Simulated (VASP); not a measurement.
A run of VASP 6.6.1:

The input INCAR:

```
  PREC = Accurate
  ENCUT = 520
  EDIFF = 1E-6
  ISMEAR = 0
  SIGMA = 0.1
  LREAL = Auto
  LASPH = T
  NELM = 80
  ALGO = Normal
  ISIF = 2
  LWAVE = F
  LCHARG = F
  GGA = PE
  NBANDS = 78
```

KPOINTS

```
regular mesh
0
Gamma
  4 4 4
```

The input POSCAR:

```
Zr8HC8
1.0
    0.0000000000      4.7086682164     -4.7086682164
    4.7086682164      4.7086682164      0.0000000000
    4.7086682164      0.0000000000     -4.7086682164
Zr C H
8 8 1
Direct
    0.4999987028      0.5013787108     -0.0013770348
    0.5028687287     -0.0000369531     -0.0014152622
    0.9985785330      0.5042663638     -0.0014212087
    0.9985878775     -0.0000344046     -0.0014120766
    0.5000005080      0.5013798789      0.5000002956
    0.4999994461      0.0000005309      0.4999996585
    0.9986235564      0.5013780737      0.4999987028
    0.9985687638     -0.0000533059      0.5029179996
    0.2516060690      0.7451836355      0.2516039452
    0.2516064937      0.2529856523      0.2516060690
    0.7501870673      0.7515704733      0.2480533659
    0.7438097863      0.2529826790      0.2516045823
    0.2480474194      0.7515702609      0.7501921643
    0.2516046885      0.2529823605      0.7438081935
    0.7501885539      0.7515715352      0.7501938632
    0.7501883415      0.2494272151      0.7501940756
    1.1245813586      0.1260591048      1.1247882111
```

Potentials or basis: VASP PAW PBE potentials, release 64 (Zr_sv, C, H).

Run with:

```sh
$ cat potpaw_PBE.64/Zr_sv/POTCAR potpaw_PBE.64/C/POTCAR potpaw_PBE.64/H/POTCAR > POTCAR
$ mpirun -np 1 vasp_std > vasp.out
```

Hardware: 1 thread of Intel(R) Xeon(R) Platinum 8259CL CPU @ 2.50GHz (Skylake/Cascade Lake) (shared host).

Problem. How long does it take, and how much memory?

Solution. Run time: 21 min on 1 thread of Intel(R) Xeon(R) Platinum 8259CL CPU @ 2.50GHz (Skylake/Cascade Lake) (shared host), peak memory 0.57 GiB. Counts: scf iterations 15, k points 36.
